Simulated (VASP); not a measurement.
# ZnCuH3 (Pm-3m) in VASP: a series of runs

ZnCuH3 is run at these levels: PBE; tasks: single point, relaxation of cell and atoms.

Everything below comes from runs of VASP 6.6.1. Logs are shortened: lines on timing, memory, paths and dates and some standing lists are left out, and cuts for length are marked.

### Step 1. The cell of the first run

Symmetry: Pm-3m, No. 221, cubic system. The conventional cell has a = 3.526 Å, b = 3.526 Å, c = 3.526 Å, α = 90.00°, β = 90.00°, γ = 90.00°. Zn (site symmetry m-3m) has 6 H at 1.76 Å within 2.3 Å. Cu (site symmetry m-3m) has 12 H at 2.49 Å and 8 Zn at 3.05 Å within 3.3 Å. H (site symmetry 4/mmm) has 2 Zn at 1.76 Å within 2.3 Å.

### Step 2. Single point, PBE

File INCAR:

```
  PREC = Accurate
  ENCUT = 520
  EDIFF = 1E-6
  ISMEAR = 0
  SIGMA = 0.1
  LREAL = F
  LASPH = T
  NELM = 100
  ALGO = Normal
  ISIF = 2
  LWAVE = F
  LCHARG = F
  GGA = PE
  NBANDS = 21
```

File KPOINTS:

```
Automatic mesh
0
Gamma
  8 8 8
```

File POSCAR:

```
ZnCuH3
1.0
    3.5258307569      0.0000000000      0.0000000000
    0.0000000000      3.5258307569      0.0000000000
    0.0000000000      0.0000000000      3.5258307569
Zn Cu H
1 1 3
Direct
    0.5000000000      0.5000000000      0.5000000000
    0.0000000000      0.0000000000      1.0000000000
    0.0000000000      0.5000000000      0.5000000000
    0.5000000000      0.0000000000      0.5000000000
    0.5000000000      0.5000000000      0.0000000000
```

Potentials or basis: VASP PAW PBE potentials, release 64 (Zn, Cu, H).

Command:

```console
$ cat potpaw_PBE.64/Zn/POTCAR potpaw_PBE.64/Cu/POTCAR potpaw_PBE.64/H/POTCAR > POTCAR
$ mpirun -np 1 vasp_std > vasp.out
```

OUTCAR:

```text
PREC = Accurate
   ENCUT = 520
   EDIFF = 1E-6
   ISMEAR = 0
   LREAL = F
   LASPH = T
   NELM = 100
   ISIF = 2
   GGA = PE

 ion  position               nearest neighbor table
   1  0.500  0.500  0.500-   3 1.76   4 1.76   5 1.76   5 1.76   4 1.76   3 1.76
   2  0.000  0.000  0.000-
   3  0.000  0.500  0.500-   1 1.76   1 1.76
   4  0.500  0.000  0.500-   1 1.76   1 1.76
   5  0.500  0.500  0.000-   1 1.76   1 1.76

  LATTYP: Found a simple cubic cell.
 ALAT       =     3.5258307569

  Lattice vectors:

 A1 = (   3.5258307569,   0.0000000000,   0.0000000000)
 A2 = (   0.0000000000,   3.5258307569,   0.0000000000)
 A3 = (   0.0000000000,   0.0000000000,   3.5258307569)

Analysis of symmetry for initial positions (statically):
=====================================================================
 Subroutine PRICEL returns:
 Original cell was already a primitive cell.

 Routine SETGRP: Setting up the symmetry group for a
 simple cubic supercell.

 Subroutine GETGRP returns: Found 48 space group operations
 (whereof 48 operations were pure point group operations)
 out of a pool of 48 trial point group operations.

The static configuration has the point symmetry O_h .

Analysis of symmetry for dynamics (positions and initial velocities):
=====================================================================
 Subroutine PRICEL returns:
 Original cell was already a primitive cell.

 Routine SETGRP: Setting up the symmetry group for a
 simple cubic supercell.

 Subroutine GETGRP returns: Found 48 space group operations
 (whereof 48 operations were pure point group operations)
 out of a pool of 48 trial point group operations.

The dynamic configuration has the point symmetry O_h .

 Subroutine INISYM returns: Found 48 space group operations
 (whereof 48 operations are pure point group operations),
 and found     1 'primitive' translations

----------------------------------------------------------------------------------------

                                     Primitive cell

  volume of cell :      43.8313

  direct lattice vectors                    reciprocal lattice vectors
     3.525830757  0.000000000  0.000000000     0.283621101  0.000000000  0.000000000
     0.000000000  3.525830757  0.000000000     0.000000000  0.283621101  0.000000000
     0.000000000  0.000000000  3.525830757     0.000000000  0.000000000  0.283621101

  length of vectors
     3.525830757  3.525830757  3.525830757     0.283621101  0.283621101  0.283621101

  position of ions in fractional coordinates (direct lattice)
     0.500000000  0.500000000  0.500000000
     0.000000000  0.000000000  0.000000000
     0.000000000  0.500000000  0.500000000
     0.500000000  0.000000000  0.500000000
     0.500000000  0.500000000  0.000000000

  ion indices of the primitive-cell ions
   primitive index   ion index
                 1           1
                 2           2
                 3           3
                 4           4
                 5           5

----------------------------------------------------------------------------------------

 KPOINTS: Automatic mesh

Automatic generation of k-mesh.
 Grid dimensions read from file:
 generate k-points for:    8    8    8

 Generating k-lattice:

  Cartesian coordinates                     Fractional coordinates (reciprocal lattice)
     0.035452638  0.000000000  0.000000000     0.125000000  0.000000000  0.000000000
     0.000000000  0.035452638  0.000000000     0.000000000  0.125000000  0.000000000
     0.000000000  0.000000000  0.035452638     0.000000000  0.000000000  0.125000000

  Length of vectors
     0.035452638  0.035452638  0.035452638

  Shift w.r.t. Gamma in fractional coordinates (k-lattice)
     0.000000000  0.000000000  0.000000000

 Subroutine IBZKPT returns following result:
 ===========================================

 Found     35 irreducible k-points:

 Following reciprocal coordinates:
            Coordinates               Weight
  0.000000  0.000000  0.000000      1.000000
  0.125000  0.000000  0.000000      6.000000
  0.250000  0.000000  0.000000      6.000000
  0.375000  0.000000  0.000000      6.000000
  0.500000  0.000000  0.000000      3.000000
  0.125000  0.125000  0.000000     12.000000
[... 16 lines left out ...]
  0.375000  0.375000  0.125000     24.000000
  0.500000  0.375000  0.125000     24.000000
 [... further k-points ...]
   k-points           NKPTS =     35   k-points in BZ     NKDIM =     35   number of bands    NBANDS=     21
   number of dos      NEDOS =    301   number of ions     NIONS =      5
   total plane-waves  NPLWV =  21952
   dimension x,y,z NGX =    28 NGY =   28 NGZ =   28
   dimension x,y,z NGXF=    56 NGYF=   56 NGZF=   56
   ions per type =               1   1   3
   NGX,Y,Z   is equivalent  to a cutoff of  13.20, 13.20, 13.20 a.u.
   NGXF,Y,Z  is equivalent  to a cutoff of  26.40, 26.40, 26.40 a.u.
 SYSTEM =  unknown system
   PREC   = accura    normal or accurate (medium, high low for compatibility)
   ISTART =      0    job   : 0-new  1-cont  2-samecut
   ICHARG =      2    charge: 1-file 2-atom 10-const
   ISPIN  =      1    spin polarized calculation?
   LNONCOLLINEAR =      F non collinear calculations
   LSORBIT =      F    spin-orbit coupling
   LASPH  =      T    aspherical Exc in radial PAW
   ENCUT  =  520.0 eV  38.22 Ry    6.18 a.u.   6.56  6.56  6.56*2*pi/ulx,y,z
   NELM   =    100;   NELMIN=  2; NELMDL= -5     # of ELM steps
   EDIFF  = 0.1E-05   stopping-criterion for ELM
   LREAL  =      F    real-space projection
   EDIFFG = 0.1E-04   stopping-criterion for IOM
   NSW    =      0    number of steps for IOM
   IBRION =     -1    ionic relax: 0-MD 1-quasi-New 2-CG
   NFREE  =      0    steps in history (QN), initial steepest desc. (CG)
   ISIF   =      2    stress and relaxation
   ISYM   =      2    0-nonsym 1-usesym 2-fastsym
   POTIM  = 0.5000    time-step for ionic-motion
   TEBEG  =    0.0;   TEEND  =   0.0 temperature during run
   PSTRESS=    0.0 pullay stress
   NELECT =      26.0000    total number of electrons
   NUPDOWN=      -1.0000    fix difference up-down
   EMIN   =  10.00;   EMAX   =-10.00  energy-range for DOS
   EFERMI =   0.00;   METHOD = LEGACY
   ISMEAR =     0;   SIGMA  =   0.10  broadening in eV -4-tet -1-fermi 0-gaus
   EFERMI_NEDOS =   21; number of points for ismear=-14 and -15
   IALGO  =     38    algorithm
   IMIX   =      4    mixing-type and parameters
     AMIX     =   0.40;   BMIX     =  1.00
     AMIX_MAG =   1.60;   BMIX_MAG =  1.00
  volume/ion in A,a.u.               =       8.77        59.16
  Fermi-wavevector in a.u.,A,eV,Ry     =   1.375533  2.599381 25.743478  1.892092
  Thomas-Fermi vector in A             =   2.500861
   LORBIT       =      0    0 simple, 1 ext, 2 COOP (PROOUT), +10 PAW based schemes
   GGA     = PE    functional components
   LHFCALC =     F    Hartree Fock is set to
   AEXX    =    0.0000 exact exchange contribution
   IVDW    =     0    specifies the selected vdW correction
   LEPSILON=     F    determine dielectric tensor
   LRPA    =     F    only Hartree local field effects (RPA)
 non-spin polarized calculation
 Gauss-broadening in eV      SIGMA  =   0.10
  energy-cutoff  :      520.00
  volume of cell :       43.83
 maximum number of plane-waves:      1208
 NGX is ok and might be reduce to    28
   NGX = 13   NGY = 13   NGZ = 13

 number of electron      26.0000030 magnetization

 Free energy of the ion-electron system (eV)
  ---------------------------------------------------
  ext. energy  EPLUGINS =         0.00000000
  ---------------------------------------------------
  free energy    TOTEN  =       -11.72389609 eV

  energy without entropy =      -11.71774962  energy(sigma->0) =      -11.72082286

 E-fermi :   3.1329     XC(G=0): -10.6309

 val. band max:        3.1265213510   @ k =   0.5000   0.1250   0.0000
 cond. band min:       3.2092488468   @ k =   0.5000   0.3750   0.0000
 fundamental gap:      0.0827274959
 Fermi energy:         3.1329173311

 k-point     1 :       0.0000    0.0000    0.0000
  band No.  band energies     occupation
      1      -7.7066      2.00000
      2      -5.3468      2.00000
      3      -5.3468      2.00000
      4      -4.2817      2.00000
      5      -4.2817      2.00000
      6      -4.2817      2.00000
[... 13 lines left out ...]
     20      16.9589      0.00000
     21      17.4260      0.00000

 k-point     2 :       0.1250    0.0000    0.0000
  band No.  band energies     occupation
      1      -7.5324      2.00000
      2      -5.3356      2.00000
      3      -5.2969      2.00000
      4      -4.2932      2.00000
      5      -4.2932      2.00000
      6      -4.2796      2.00000
[... 13 lines left out ...]
     20      15.8374      0.00000
     21      15.8374      0.00000

 k-point     3 :       0.2500    0.0000    0.0000
  band No.  band energies     occupation
      1      -7.0419      2.00000
      2      -5.3084      2.00000
      3      -5.1408      2.00000
      4      -4.3206      2.00000
      5      -4.3206      2.00000
      6      -4.2746      2.00000
[... 13 lines left out ...]
     20      13.7014      0.00000
     21      14.2389      0.00000

 k-point     4 :       0.3750    0.0000    0.0000
  band No.  band energies     occupation
      1      -6.4081      2.00000
      2      -5.2813      2.00000
      3      -4.7839      2.00000
      4      -4.3476      2.00000
      5      -4.3476      2.00000
      6      -4.2696      2.00000
[... 13 lines left out ...]
     20      13.2621      0.00000
     21      13.6545      0.00000

 k-point     5 :       0.5000    0.0000    0.0000
  band No.  band energies     occupation
      1      -6.0990      2.00000
      2      -5.2699      2.00000
      3      -4.3587      2.00000
      4      -4.3587      2.00000
      5      -4.2675      2.00000
      6      -3.9778      2.00000
[... 13 lines left out ...]
     20      12.9317      0.00000
     21      14.5081      0.00000

 k-point     6 :       0.1250    0.1250    0.0000
  band No.  band energies     occupation
      1      -7.3579      2.00000
      2      -5.3053      2.00000
      3      -5.2653      2.00000
      4      -4.3063      2.00000
      5      -4.2929      2.00000
      6      -4.2900      2.00000
[... 13 lines left out ...]
     20      15.4682      0.00000
     21      16.1843      0.00000

 k-point     7 :       0.2500    0.1250    0.0000
  band No.  band energies     occupation
      1      -6.8688      2.00000
      2      -5.2696      2.00000
      3      -5.1145      2.00000
      4      -4.3373      2.00000
      5      -4.3198      2.00000
      6      -4.2872      2.00000
[... 13 lines left out ...]
     20      13.8695      0.00000
     21      16.1906      0.00000
[... 291 lines left out ...]
      1      -6.2095      2.00000
      2      -5.1206      2.00000
      3      -5.0064      2.00000
      4      -4.3752      2.00000
      5      -4.3361      2.00000
      6      -4.3309      2.00000
[... 13 lines left out ...]
     20      13.9494      0.00000
     21      17.3347      0.00000

 k-point    21 :       0.3750    0.2500    0.1250
  band No.  band energies     occupation
      1      -5.6710      2.00000
      2      -5.0307      2.00000
      3      -4.6593      2.00000
      4      -4.3865      2.00000
      5      -4.3475      2.00000
      6      -4.3237      2.00000
[... 13 lines left out ...]
     20      15.4536      0.00000
     21      16.7471      0.00000

 k-point    22 :       0.5000    0.2500    0.1250
  band No.  band energies     occupation
      1      -5.4939      2.00000
      2      -4.9964      2.00000
      3      -4.5055      2.00000
      4      -4.3864      2.00000
      5      -4.3314      2.00000
      6      -3.6985      2.00000
[... 13 lines left out ...]
     20      15.9708      0.00000
     21      16.2752      0.00000

 k-point    23 :       0.3750    0.3750    0.1250
  band No.  band energies     occupation
      1      -5.4033      2.00000
      2      -4.6128      2.00000
      3      -4.5779      2.00000
      4      -4.3781      2.00000
      5      -4.3669      2.00000
      6      -4.1423      2.00000
[... 13 lines left out ...]
     20      15.9110      0.00000
     21      16.7308      0.00000

 k-point    24 :       0.5000    0.3750    0.1250
  band No.  band energies     occupation
      1      -5.3485      2.00000
      2      -4.5492      2.00000
      3      -4.5381      2.00000
      4      -4.3845      2.00000
      5      -4.3653      2.00000
      6      -3.3773      2.00000
[... 13 lines left out ...]
     20      15.9093      0.00000
     21      16.6223      0.00000

 [... further k-points ...]
[... 5 lines left out ...]
  --------------------------------------------------------------------------------------
  -------------------------------------------------------------------------------------
  Total        0.0301436      0.0301436      0.0301436     -0.0000000      0.0000000     -0.0000000
  in kB        1.1018485      1.1018485      1.1018485     -0.0000000      0.0000000     -0.0000000
  external PRESSURE =       1.1018485 kB  Pullay stress =       0.0000000 kB

 VOLUME and BASIS-vectors are now :
 -----------------------------------------------------------------------------
  energy-cutoff  :      520.00
  volume of cell :       43.83
      direct lattice vectors                 reciprocal lattice vectors
     3.525830757  0.000000000  0.000000000     0.283621101  0.000000000  0.000000000
     0.000000000  3.525830757  0.000000000     0.000000000  0.283621101  0.000000000
     0.000000000  0.000000000  3.525830757     0.000000000  0.000000000  0.283621101

 POSITION                                       TOTAL-FORCE (eV/Angst)
 -----------------------------------------------------------------------------------
      1.76292      1.76292      1.76292         0.000000      0.000000      0.000000
      0.00000      0.00000      0.00000         0.000000      0.000000      0.000000
      0.00000      1.76292      1.76292         0.000000      0.000000      0.000000
      1.76292      0.00000      1.76292         0.000000      0.000000      0.000000
      1.76292      1.76292      0.00000         0.000000      0.000000      0.000000
 -----------------------------------------------------------------------------------
    total drift:                                0.000000      0.000000      0.000000

  FREE ENERGIE OF THE ION-ELECTRON SYSTEM (eV)
  ---------------------------------------------------
  free  energy   TOTEN  =       -11.7238960926 eV

  energy  without entropy=      -11.7177496213  energy(sigma->0) =      -11.72082286
```

Wall time 14 s (1 thread of Intel Xeon 6975P-C (Granite Rapids), shared host); peak memory 0.17 GiB.

Results:

| Quantity | Value |
| --- | --- |
| Free energy | -11.7239 eV |
| Pressure | 0.1 GPa |
| Band gap on the k mesh | zero (bands 13 and 14 overlap by 1.83 eV) |

### Step 3. Relaxation of cell and atoms, PBE

This run uses another cell than the first one, of 8.72 Å³/atom.

File INCAR:

```
ALGO = Normal
EDIFF = 1E-7
EDIFFG = -0.025
ENCUT = 600
GGA = PE
IBRION = 2
ISIF = 3
ISMEAR = 0
LASPH = T
LCHARG = F
LREAL = F
LWAVE = F
NELM = 80
NSW = 90
PREC = Accurate
SIGMA = 0.1
```

File KPOINTS:

```
k-points
0
Gamma
  8 8 8
```

POSCAR, as its differences from that of step 2:

```diff
@@ -2,5 +2,5 @@
 1.0
-    3.5258307569      0.0000000000      0.0000000000
-    0.0000000000      3.5258307569      0.0000000000
-    0.0000000000      0.0000000000      3.5258307569
+    3.5196498929      0.0000000000      0.0000000000
+    0.0000000000      3.5196498929      0.0000000000
+    0.0000000000      0.0000000000      3.5196498929
 Zn Cu H
```

Potentials or basis: VASP PAW PBE potentials, release 64 (Zn, Cu, H).

Command:

```console
$ cat potpaw_PBE.64/Zn/POTCAR potpaw_PBE.64/Cu/POTCAR potpaw_PBE.64/H/POTCAR > POTCAR
$ mpirun -np 1 vasp_std > vasp.out
```

OUTCAR:

```text
EDIFF = 1E-7
   EDIFFG = -0.025
   ENCUT = 600
   GGA = PE
   IBRION = 2
   ISIF = 3
   ISMEAR = 0
   LASPH = T
   LREAL = F
   NELM = 80
   NSW = 90
   PREC = Accurate

 ion  position               nearest neighbor table
   1  0.500  0.500  0.500-   3 1.76   4 1.76   5 1.76   5 1.76   4 1.76   3 1.76
   2  0.000  0.000  0.000-
   3  0.000  0.500  0.500-   1 1.76   1 1.76
   4  0.500  0.000  0.500-   1 1.76   1 1.76
   5  0.500  0.500  0.000-   1 1.76   1 1.76

  LATTYP: Found a simple cubic cell.
 ALAT       =     3.5196498929

[... 730 lines left out ...]
  -------------------------------------------------------------------------------------
  Total        0.0660702      0.0660702      0.0660702      0.0000000      0.0000000      0.0000000
  in kB        2.4174133      2.4174133      2.4174133      0.0000000      0.0000000      0.0000000
  external PRESSURE =       2.4174133 kB  Pullay stress =       0.0000000 kB

 VOLUME and BASIS-vectors are now :
 -----------------------------------------------------------------------------
  energy-cutoff  :      600.00
  volume of cell :       43.79
      direct lattice vectors                 reciprocal lattice vectors
     3.524697369  0.000000000  0.000000000     0.283712301 -0.000000000 -0.000000000
     0.000000000  3.524697369 -0.000000000    -0.000000000  0.283712301 -0.000000000
     0.000000000  0.000000000  3.524697369    -0.000000000  0.000000000  0.283712301

 POSITION                                       TOTAL-FORCE (eV/Angst)
 -----------------------------------------------------------------------------------
      1.76235      1.76235      1.76235         0.000000      0.000000      0.000000
      0.00000      0.00000      0.00000        -0.000000     -0.000000      0.000000
      0.00000      1.76235      1.76235        -0.000000     -0.000000      0.000000
      1.76235      0.00000      1.76235        -0.000000     -0.000000      0.000000
      1.76235      1.76235     -0.00000        -0.000000     -0.000000      0.000000
 -----------------------------------------------------------------------------------
    total drift:                                0.000000      0.000000      0.000000

  FREE ENERGIE OF THE ION-ELECTRON SYSTEM (eV)
  ---------------------------------------------------
  free  energy   TOTEN  =       -11.7246680559 eV

  energy  without entropy=      -11.7185181314  energy(sigma->0) =      -11.72159309

 reached required accuracy - stopping structural energy minimisation
```

Wall time 24 s (1 thread of Intel Xeon 6975P-C (Granite Rapids), shared host); peak memory 0.18 GiB.

What came out:

- Free energy: -11.7247 eV
- Relaxed volume: 8.76 Å³/atom
- Relaxed cell: a = 3.525 Å, b = 3.525 Å, c = 3.525 Å, α = 90.00°, β = 90.00°, γ = 90.00°
- Space group after relaxing (to 0.1 Å): Pm-3m (No. 221)
- Energy gained by relaxing: 0.1 meV/atom
- Ionic steps: 2
- Pressure after relaxing: 0.2 GPa
- Band gap on the k mesh: zero (bands 13 and 14 overlap by 1.84 eV)

Step by step:
```tsv
step	energy change (eV)	largest force (eV/Å)	pressure (GPa)	volume (Å³)
1	0.0000	0.0000	0.55	43.60
2	-0.0005	0.0000	0.24	43.79
```

Final structure:
```yaml
crystal:
  lattice:
    - [3.52470, 0.00000, 0.00000]
    - [0.00000, 3.52470, 0.00000]
    - [0.00000, 0.00000, 3.52470]
  atoms:
    - { symbol: Zn, position: [0.50000, 0.50000, 0.50000] }
    - { symbol: Cu, position: [0.00000, 0.00000, 0.00000] }
    - { symbol: H, position: [0.00000, 0.50000, 0.50000] }
    - { symbol: H, position: [0.50000, 0.00000, 0.50000] }
    - { symbol: H, position: [0.50000, 0.50000, 0.00000] }
```
